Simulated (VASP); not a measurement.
CdP: single point with PBE

CdP:

```
Cd P
1.0
     0.00000    2.95195    2.95195
     2.95195    0.00000    2.95195
     2.95195    2.95195    0.00000
Cd P
1 1
Direct
  0.00000 0.00000 0.00000
  0.75000 0.75000 0.75000
```

* Program: VASP 6.6.1
* Task: single point
* Functional: PBE
* Potentials or basis: VASP PAW PBE potentials, release 64 (Cd, P)
* Cutoff: 520 eV
* k mesh: 6 × 6 × 6
* Occupations: gaussian, width 0.1 eV
* Spin: no spin polarisation

```json
{
  "Pressure": "0.5 GPa",
  "Band gap on the k mesh": "zero (an odd number of electrons rules out a gap without spin polarisation)"
}
```

Levels at points of the mesh, in eV from the Fermi level:
| k point | band 4 | band 5 | band 6 | band 7 | band 8 | band 9 | band 10 | band 11 | band 12 | band 13 |
| --- | --- | --- | --- | --- | --- | --- | --- | --- | --- | --- |
| (0.00, 0.00, 0.00) | -7.99 | -7.60 | -7.60 | 1.23 | 1.23 | 1.23 | 2.38 | 6.00 | 6.00 | 6.00 |
| (0.50, 0.00, 0.00) | -7.57 | -7.57 | -6.87 | -4.00 | 0.30 | 0.30 | 3.37 | 6.57 | 6.57 | 8.32 |
| (0.50, 0.50, 0.00) | -7.71 | -7.52 | -6.61 | -3.64 | -1.04 | -1.04 | 3.50 | 4.13 | 10.21 | 11.17 |

Wall time 14 s on 1 thread of Intel(R) Xeon(R) 6975P-C (Granite Rapids), on a shared host, peak memory 0.17 GiB.
